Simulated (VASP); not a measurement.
A run of VASP 6.6.1:

File INCAR:

```
SYSTEM = Co
PREC     = Accurate       ! precision mode
ENCUT    = 600            ! plane-wave cutoff, eV
EDIFF    = 1E-6           ! SCF threshold, eV
ISMEAR   = -1             ! smearing method
SIGMA    = 0.1            ! smearing width, eV
LREAL    = .False.        ! projectors in reciprocal space
LASPH    = .True.         ! aspherical terms in the spheres
NELM     = 150            ! most SCF steps
ALGO     = Normal         ! electronic algorithm
ISIF     = 3              ! what is computed and relaxed
LWAVE    = .False.        ! write WAVECAR
LCHARG   = .False.        ! write CHGCAR
ISPIN    = 2              ! spin polarisation
MAGMOM   = 1.7 1.7        ! initial moments
LORBIT   = 11             ! projections on sites
LMAXMIX  = 4              ! l up to which the mixer works
GGA      = PE             ! functional
IBRION   = 2              ! ionic algorithm
NSW      = 60             ! ionic steps
EDIFFG   = -0.005         ! ionic threshold
PSTRESS  = 65.0         
KPAR     = 4
```

KPOINTS

```
regular mesh
0
Gamma
  18 18 18
  0 0 0
```

The input POSCAR:

```
Co
1.0
   -2.1450221639      2.1450221639      1.1797621901
    2.1450221639     -2.1450221639      1.1797621901
    2.1450221639      2.1450221639     -1.1797621901
Co
2
Direct
   -0.3750000000     -0.1250000000     -0.2500000000
    0.3750000000      0.1250000000      0.2500000000
```

Potentials or basis: VASP PAW PBE potentials, release 64 (Co).

Launch:

```bash
$ cat potpaw_PBE.64/Co/POTCAR > POTCAR
$ mpirun -np 4 vasp_std > vasp.out
```

Hardware: 4 MPI ranks on Oxide Virtual Turin-like Processor (shared host).

How long does it take, and how much memory?

It took 18 min on 4 MPI ranks on Oxide Virtual Turin-like Processor, with other jobs on the host, peak memory 0.38 GiB a rank. Counts: scf iterations 83, k points 480, ion steps 13.
